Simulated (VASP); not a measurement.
# HfN (F-43m) in VASP: a series of runs

The runs below take HfN through single point, with PBEsol.

Program: VASP 6.6.1. These are calculated values, not measurements. Logs are shortened: lines on timing, memory, paths and dates and some standing lists are left out, and cuts for length are marked.

## 1. The cell of the first run

It takes space group F-43m (No. 216, cubic). Conventional cell: a = 4.732 Å, b = 4.732 Å, c = 4.732 Å, α = 90.00°, β = 90.00°, γ = 90.00°. Hf (site symmetry -43m) has 4 N at 2.05 Å within 2.7 Å. Within 2.7 Å of N (site symmetry -43m) lie 4 Hf at 2.05 Å.

## 2. Single point, PBEsol

File INCAR:

```
PREC = Accurate ; ENCUT = 600
EDIFF = 1E-6 ; ISMEAR = -1
SIGMA = 0.1 ; LREAL = F
LASPH = T ; NELM = 120
ALGO = Normal ; ISIF = 2
LWAVE = F ; LCHARG = F
GGA = PS ; NBANDS = 14
GGA_COMPAT = F
```

File KPOINTS:

```
regular mesh
0
Gamma
  6 6 6
```

File POSCAR:

```
HfN
1.0
    0.0000000000      2.3658332608      2.3658332608
    2.3658332608      0.0000000000      2.3658332608
    2.3658332608      2.3658332608      0.0000000000
Hf N
1 1
Direct
    0.0000000000      0.0000000000      0.0000000000
    0.2500000000      0.2500000000      0.2500000000
```

Potentials or basis: VASP PAW PBE potentials, release 64 (Hf_pv, N).

Run with:

```bash
cat potpaw_PBE.64/Hf_pv/POTCAR potpaw_PBE.64/N/POTCAR > POTCAR
mpirun -np 1 vasp_std > vasp.out
```

OUTCAR:

```text
PREC = Accurate
   ENCUT = 600
   EDIFF = 1E-6
   ISMEAR = -1
   LREAL = F
   LASPH = T
   NELM = 120
   ISIF = 2
   GGA = PS

 ion  position               nearest neighbor table
   1  0.000  0.000  0.000-   2 2.05   2 2.05   2 2.05   2 2.05
   2  0.250  0.250  0.250-   1 2.05   1 2.05   1 2.05   1 2.05

  LATTYP: Found a face centered cubic cell.
 ALAT       =     4.7316665216

  Lattice vectors:

 A1 = (   0.0000000000,   2.3658332608,   2.3658332608)
 A2 = (   2.3658332608,   0.0000000000,   2.3658332608)
 A3 = (   2.3658332608,   2.3658332608,   0.0000000000)

Analysis of symmetry for initial positions (statically):
=====================================================================
 Subroutine PRICEL returns:
 Original cell was already a primitive cell.

 Routine SETGRP: Setting up the symmetry group for a
 face centered cubic supercell.

 Subroutine GETGRP returns: Found 24 space group operations
 (whereof 24 operations were pure point group operations)
 out of a pool of 48 trial point group operations.

The static configuration has the point symmetry T_d .

Analysis of symmetry for dynamics (positions and initial velocities):
=====================================================================
 Subroutine PRICEL returns:
 Original cell was already a primitive cell.

 Routine SETGRP: Setting up the symmetry group for a
 face centered cubic supercell.

 Subroutine GETGRP returns: Found 24 space group operations
 (whereof 24 operations were pure point group operations)
 out of a pool of 48 trial point group operations.

The dynamic configuration has the point symmetry T_d .

 Subroutine INISYM returns: Found 24 space group operations
 (whereof 24 operations are pure point group operations),
 and found     1 'primitive' translations

----------------------------------------------------------------------------------------

                                     Primitive cell

  volume of cell :      26.4839

  direct lattice vectors                    reciprocal lattice vectors
     0.000000000  2.365833261  2.365833261    -0.211342028  0.211342028  0.211342028
     2.365833261  0.000000000  2.365833261     0.211342028 -0.211342028  0.211342028
     2.365833261  2.365833261  0.000000000     0.211342028  0.211342028 -0.211342028

  length of vectors
     3.345793484  3.345793484  3.345793484     0.366055131  0.366055131  0.366055131

  position of ions in fractional coordinates (direct lattice)
     0.000000000  0.000000000  0.000000000
     0.250000000  0.250000000  0.250000000

  ion indices of the primitive-cell ions
   primitive index   ion index
                 1           1
                 2           2

----------------------------------------------------------------------------------------

 KPOINTS: regular mesh

Automatic generation of k-mesh.
 Grid dimensions read from file:
 generate k-points for:    6    6    6

 Generating k-lattice:

  Cartesian coordinates                     Fractional coordinates (reciprocal lattice)
    -0.035223671  0.035223671  0.035223671     0.166666667  0.000000000  0.000000000
     0.035223671 -0.035223671  0.035223671     0.000000000  0.166666667  0.000000000
     0.035223671  0.035223671 -0.035223671     0.000000000  0.000000000  0.166666667

  Length of vectors
     0.061009188  0.061009188  0.061009188

  Shift w.r.t. Gamma in fractional coordinates (k-lattice)
     0.000000000  0.000000000  0.000000000

 Subroutine IBZKPT returns following result:
 ===========================================

 Found     16 irreducible k-points:

 Following reciprocal coordinates:
            Coordinates               Weight
  0.000000  0.000000  0.000000      1.000000
  0.166667  0.000000  0.000000      8.000000
  0.333333  0.000000  0.000000      8.000000
  0.500000  0.000000  0.000000      4.000000
  0.166667  0.166667  0.000000      6.000000
  0.333333  0.166667  0.000000     24.000000
[... 8 lines left out ...]
 -0.333333  0.333333  0.166667     24.000000
 -0.333333  0.500000  0.166667     12.000000
   k-points           NKPTS =     16   k-points in BZ     NKDIM =     16   number of bands    NBANDS=     14
   number of dos      NEDOS =    301   number of ions     NIONS =      2
   total plane-waves  NPLWV =  21952
   dimension x,y,z NGX =    28 NGY =   28 NGZ =   28
   dimension x,y,z NGXF=    56 NGYF=   56 NGZF=   56
   ions per type =               1   1
   NGX,Y,Z   is equivalent  to a cutoff of  13.91, 13.91, 13.91 a.u.
   NGXF,Y,Z  is equivalent  to a cutoff of  27.83, 27.83, 27.83 a.u.
 SYSTEM =  unknown system
   PREC   = accura    normal or accurate (medium, high low for compatibility)
   ISTART =      0    job   : 0-new  1-cont  2-samecut
   ICHARG =      2    charge: 1-file 2-atom 10-const
   ISPIN  =      1    spin polarized calculation?
   LNONCOLLINEAR =      F non collinear calculations
   LSORBIT =      F    spin-orbit coupling
   LASPH  =      T    aspherical Exc in radial PAW
   ENCUT  =  600.0 eV  44.10 Ry    6.64 a.u.   6.68  6.68  6.68*2*pi/ulx,y,z
   NELM   =    120;   NELMIN=  2; NELMDL= -5     # of ELM steps
   EDIFF  = 0.1E-05   stopping-criterion for ELM
   LREAL  =      F    real-space projection
   EDIFFG = 0.1E-04   stopping-criterion for IOM
   NSW    =      0    number of steps for IOM
   IBRION =     -1    ionic relax: 0-MD 1-quasi-New 2-CG
   NFREE  =      0    steps in history (QN), initial steepest desc. (CG)
   ISIF   =      2    stress and relaxation
   ISYM   =      2    0-nonsym 1-usesym 2-fastsym
   POTIM  = 0.5000    time-step for ionic-motion
   TEBEG  =    0.0;   TEEND  =   0.0 temperature during run
   PSTRESS=    0.0 pullay stress
   NELECT =      15.0000    total number of electrons
   NUPDOWN=      -1.0000    fix difference up-down
   EMIN   =  10.00;   EMAX   =-10.00  energy-range for DOS
   EFERMI =   0.00;   METHOD = LEGACY
   ISMEAR =    -1;   SIGMA  =   0.10  broadening in eV -4-tet -1-fermi 0-gaus
   EFERMI_NEDOS =   21; number of points for ismear=-14 and -15
   IALGO  =     38    algorithm
   IMIX   =      4    mixing-type and parameters
     AMIX     =   0.40;   BMIX     =  1.00
     AMIX_MAG =   1.60;   BMIX_MAG =  1.00
  volume/ion in A,a.u.               =      13.24        89.36
  Fermi-wavevector in a.u.,A,eV,Ry     =   1.354496  2.559627 24.962064  1.834660
  Thomas-Fermi vector in A             =   2.481663
   LORBIT       =      0    0 simple, 1 ext, 2 COOP (PROOUT), +10 PAW based schemes
   GGA     = PS    functional components
   LHFCALC =     F    Hartree Fock is set to
   AEXX    =    0.0000 exact exchange contribution
   IVDW    =     0    specifies the selected vdW correction
   LEPSILON=     F    determine dielectric tensor
   LRPA    =     F    only Hartree local field effects (RPA)
 non-spin polarized calculation
  energy-cutoff  :      600.00
  volume of cell :       26.48
 maximum number of plane-waves:       899
   NGX = 13   NGY = 13   NGZ = 13

 number of electron      14.9999999 magnetization

 Free energy of the ion-electron system (eV)
  ---------------------------------------------------
  ext. energy  EPLUGINS =         0.00000000
  ---------------------------------------------------
  free energy    TOTEN  =       -22.15499985 eV

  energy without entropy =      -22.13613407  energy(sigma->0) =      -22.14556696

 E-fermi :   6.5710     XC(G=0): -11.9347

 val. band max:        6.3473644128   @ k =   0.5000   0.3333   0.1667
 cond. band min:       6.7330047507   @ k =   0.3333   0.1667   0.0000
 fundamental gap:      0.3856403379
 Fermi energy:         6.5710328287

 k-point     1 :       0.0000    0.0000    0.0000
  band No.  band energies     occupation
      1     -24.1848      2.00000
      2     -24.1848      2.00000
      3     -24.1848      2.00000
      4     -10.1910      2.00000
      5       0.4883      2.00000
      6       0.4883      2.00000
      7       0.4883      2.00000
      8       6.0212      1.99185
      9       8.9449      0.00000
     10       8.9449      0.00000
     11      13.7889      0.00000
     12      13.7889      0.00000
     13      13.7889      0.00000
     14      19.3088      0.00000

 k-point     2 :       0.1667    0.0000    0.0000
  band No.  band energies     occupation
      1     -24.3812      2.00000
      2     -24.2092      2.00000
      3     -24.2092      2.00000
      4      -9.7963      2.00000
      5       0.0693      2.00000
      6       0.7068      2.00000
      7       0.7068      2.00000
      8       7.3421      0.00090
      9       8.5415      0.00000
     10       8.5415      0.00000
     11      13.1460      0.00000
     12      14.4315      0.00000
     13      14.4315      0.00000
     14      17.6637      0.00000

 k-point     3 :       0.3333    0.0000    0.0000
  band No.  band energies     occupation
      1     -24.7487      2.00000
      2     -24.2574      2.00000
      3     -24.2574      2.00000
      4      -9.1126      2.00000
      5       0.0980      2.00000
      6       1.0585      2.00000
      7       1.0585      2.00000
      8       8.6028      0.00000
      9       8.7022      0.00000
     10       8.7022      0.00000
     11      12.1751      0.00000
     12      13.8211      0.00000
     13      13.8211      0.00000
     14      15.4617      0.00000

 k-point     4 :       0.5000    0.0000    0.0000
  band No.  band energies     occupation
      1     -24.9216      2.00000
      2     -24.2812      2.00000
      3     -24.2812      2.00000
      4      -8.8378      2.00000
      5       0.5566      2.00000
      6       1.1772      2.00000
      7       1.1772      2.00000
      8       8.2271      0.00000
      9       9.5416      0.00000
     10       9.5416      0.00000
     11      11.0740      0.00000
     12      12.4256      0.00000
     13      12.4256      0.00000
     14      17.0889      0.00000

 k-point     5 :       0.1667    0.1667    0.0000
  band No.  band energies     occupation
      1     -24.3852      2.00000
      2     -24.2474      2.00000
      3     -24.2474      2.00000
      4      -9.6621      2.00000
      5      -0.2924      2.00000
      6       0.9385      2.00000
      7       0.9385      2.00000
      8       7.1632      0.00535
      9       7.9966      0.00000
     10       9.3856      0.00000
     11      14.0053      0.00000
[... 140 lines left out ...]
 k-point    14 :       0.5000    0.3333    0.1667
  band No.  band energies     occupation
      1     -24.7666      2.00000
      2     -24.4639      2.00000
      3     -24.3398      2.00000
      4      -8.6298      2.00000
      5      -0.1900      2.00000
      6       1.2660      2.00000
      7       2.0090      2.00000
      8       6.3474      1.80699
      9       8.4191      0.00000
     10      10.1962      0.00000
     11      13.1885      0.00000
     12      13.7351      0.00000
     13      14.4902      0.00000
     14      17.2300      0.00000

 k-point    15 :      -0.3333    0.3333    0.1667
  band No.  band energies     occupation
      1     -24.8009      2.00000
      2     -24.5424      2.00000
      3     -24.3771      2.00000
      4      -8.4279      2.00000
      5       0.5340      2.00000
      6       0.8548      2.00000
      7       2.3592      2.00000
      8       5.6842      1.99972
      9       8.2878      0.00000
     10      10.0358      0.00000
     11      13.0040      0.00000
     12      13.7604      0.00000
     13      15.3868      0.00000
     14      17.9315      0.00000

 k-point    16 :      -0.3333    0.5000    0.1667
  band No.  band energies     occupation
      1     -24.8271      2.00000
      2     -24.5268      2.00000
      3     -24.4368      2.00000
      4      -8.3251      2.00000
      5      -0.2650      2.00000
      6       1.7528      2.00000
      7       2.7935      2.00000
      8       5.1360      2.00000
      9       8.1964      0.00000
     10      10.5971      0.00000
     11      12.1611      0.00000
     12      13.6665      0.00000
     13      17.8135      0.00000
     14      18.7833      0.00000

------------------------ aborting loop because EDIFF is reached ----------------------------------------

  FORCE on cell =-STRESS in cart. coord.  units (eV):
  Direction    XX          YY          ZZ          XY          YZ          ZX
  --------------------------------------------------------------------------------------
  -------------------------------------------------------------------------------------
  Total        3.2794313      3.2794313      3.2794313     -0.0000000     -0.0000000     -0.0000000
  in kB      198.3931766    198.3931766    198.3931766     -0.0000000     -0.0000000     -0.0000000
  external PRESSURE =     198.3931766 kB  Pullay stress =       0.0000000 kB

 VOLUME and BASIS-vectors are now :
 -----------------------------------------------------------------------------
  energy-cutoff  :      600.00
  volume of cell :       26.48
      direct lattice vectors                 reciprocal lattice vectors
     0.000000000  2.365833261  2.365833261    -0.211342028  0.211342028  0.211342028
     2.365833261  0.000000000  2.365833261     0.211342028 -0.211342028  0.211342028
     2.365833261  2.365833261  0.000000000     0.211342028  0.211342028 -0.211342028

 POSITION                                       TOTAL-FORCE (eV/Angst)
 -----------------------------------------------------------------------------------
      0.00000      0.00000      0.00000        -0.000000     -0.000000     -0.000000
      1.18292      1.18292      1.18292         0.000000      0.000000      0.000000
 -----------------------------------------------------------------------------------
    total drift:                               -0.000000     -0.000000     -0.000000

  FREE ENERGIE OF THE ION-ELECTRON SYSTEM (eV)
  ---------------------------------------------------
  free  energy   TOTEN  =       -22.1549998453 eV

  energy  without entropy=      -22.1361340689  energy(sigma->0) =      -22.14556696
```

Run time: 7.2 s. Hardware: 1 thread of AMD EPYC 7R13 (Zen 3), shared host; peak memory 0.13 GiB.

Results:

```yaml
Free_energy: -22.1550 eV
Pressure: 19.8 GPa
Band_gap_on_the_k_mesh: zero (an odd number of electrons rules out a gap without spin polarisation)
```

Caveat: the k points lie up to 0.38 Å⁻¹ apart, too coarse for converged energies and pressures of a metal; the PAW data sets were made with another functional, which shifts forces and pressure a little; spin-orbit coupling is left out, which moves the levels of the heavy elements.

## 3. Single point, PBEsol

This run uses another cell than the first one, of 14.37 Å³/atom.

File INCAR:

```
SYSTEM = HfN
PREC = Accurate
ENCUT = 600
EDIFF = 1E-6
ISMEAR = -1
SIGMA = 0.1
LREAL = .False.
LASPH = .True.
NELM = 120
ALGO = Normal
ISIF = 2
LWAVE = .False.
LCHARG = .False.
GGA = PS
NBANDS = 14
GGA_COMPAT = .False.
```

File KPOINTS:

```
regular mesh
0
Gamma
  6 6 6
  0 0 0
```

File POSCAR:

```
HfN
1.0
    0.0000000000      2.4311118805      2.4311118805
    2.4311118805      0.0000000000      2.4311118805
    2.4311118805      2.4311118805      0.0000000000
Hf N
1 1
Direct
    0.0000000000      0.0000000000      0.0000000000
    0.2500000000      0.2500000000      0.2500000000
```

Potentials or basis: VASP PAW PBE potentials, release 64 (Hf_pv, N).

Run with:

```bash
cat potpaw_PBE.64/Hf_pv/POTCAR potpaw_PBE.64/N/POTCAR > POTCAR
mpirun -np 1 vasp_std > vasp.out
```

It took 7.1 s on 1 thread of AMD EPYC 7R13 (Zen 3), shared host; peak memory 0.13 GiB.

The run converged. Its results:

```
Free energy            : -22.2848 eV
Pressure               : -0.4 GPa
Band gap on the k mesh : zero (an odd number of electrons rules out a gap without spin polarisation)
```

Levels at points of the mesh, in eV from the Fermi level:
```csv
k point,band 4,band 5,band 6,band 7,band 8,band 9,band 10,band 11
"(0.00, 0.00, 0.00)",-16.36,-5.70,-5.70,-5.70,-0.77,2.17,2.17,6.67
"(0.50, 0.00, 0.00)",-15.20,-5.89,-5.09,-5.09,1.49,2.69,2.69,4.18
"(0.50, 0.50, 0.00)",-14.80,-7.20,-3.74,-3.74,-1.26,2.12,4.06,4.71
```

Caveat: the k points lie up to 0.37 Å⁻¹ apart, too coarse for converged energies and pressures of a metal; the PAW data sets were made with another functional, which shifts forces and pressure a little; spin-orbit coupling is left out, which moves the levels of the heavy elements.
